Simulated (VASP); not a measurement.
Here is a VASP 6.6.1 calculation.

File INCAR:

```
SYSTEM = ZnSe
PREC     = Accurate       ! precision mode
ENCUT    = 500            ! plane-wave cutoff, eV
EDIFF    = 1E-7           ! SCF threshold, eV
ISMEAR   = 0              ! smearing method
SIGMA    = 0.01           ! smearing width, eV
LREAL    = .FALSE.        ! projectors in reciprocal space
LASPH    = .TRUE.         ! aspherical terms in the spheres
NELM     = 120            ! most SCF steps
ALGO     = Normal         ! electronic algorithm
ISIF     = 3              ! what is computed and relaxed
LWAVE    = .FALSE.        ! write WAVECAR
LCHARG   = .FALSE.        ! write CHGCAR
GGA      = PE             ! functional
IBRION   = 2              ! ionic algorithm
NSW      = 80             ! ionic steps
EDIFFG   = -0.01          ! ionic threshold
PSTRESS  = 200.0        
GGA_COMPAT= .FALSE.      
NELMIN   = 4
```

The input KPOINTS:

```
regular mesh
0
G
  6 6 6
  0 0 0
```

Contents of POSCAR:

```
ZnSe
1.0
    0.0000000000      2.8338000000      2.8338000000
    2.8338000000      0.0000000000      2.8338000000
    2.8338000000      2.8338000000      0.0000000000
Zn Se
1 1
Direct
    0.0000000000      0.0000000000      0.0000000000
    0.2500000000      0.2500000000      0.2500000000
```

Potentials or basis: VASP PAW PBE potentials, release 64 (Zn, Se).

Command:

```console
$ cat potpaw_PBE.64/Zn/POTCAR potpaw_PBE.64/Se/POTCAR > POTCAR
$ mpirun -np 1 vasp_std > vasp.out
```

Q: Estimate the relaxed volume.

A: 19.04 Å³/atom.

Q: What does it give for the relaxed cell?

A: a = 3.777 Å, b = 3.777 Å, c = 3.777 Å, α = 60.00°, β = 60.00°, γ = 60.00°.

Q: Estimate the band gap on the k mesh.

A: 2.06 eV, direct.

Q: What does it give for the space group after relaxing (to 0.05 Å)?

A: F-43m (No. 216).

The path:
| step | energy change (eV) | largest force (eV/Å) | pressure (GPa) | volume (Å³) |
| --- | --- | --- | --- | --- |
| 1 | 0.0000 | 0.0000 | 2.37 | 45.51 |
| 2 | 2.1567 | 0.0000 | 62.86 | 30.93 |
| 3 | 0.4198 | 0.0000 | 18.89 | 38.40 |
| 4 | 0.4498 | 0.0000 | 19.77 | 38.15 |
| 5 | 0.4671 | 0.0000 | 20.27 | 38.01 |
| 6 | 0.4473 | 0.0000 | 19.70 | 38.17 |
| 7 | 0.4580 | 0.0000 | 20.01 | 38.09 |

Caveat: the cell is relaxed towards a set pressure, so the enthalpy falls and the energy may rise; the volume moved by over 15 % at a fixed basis, so the end points are rough. A k mesh can miss the band edges.
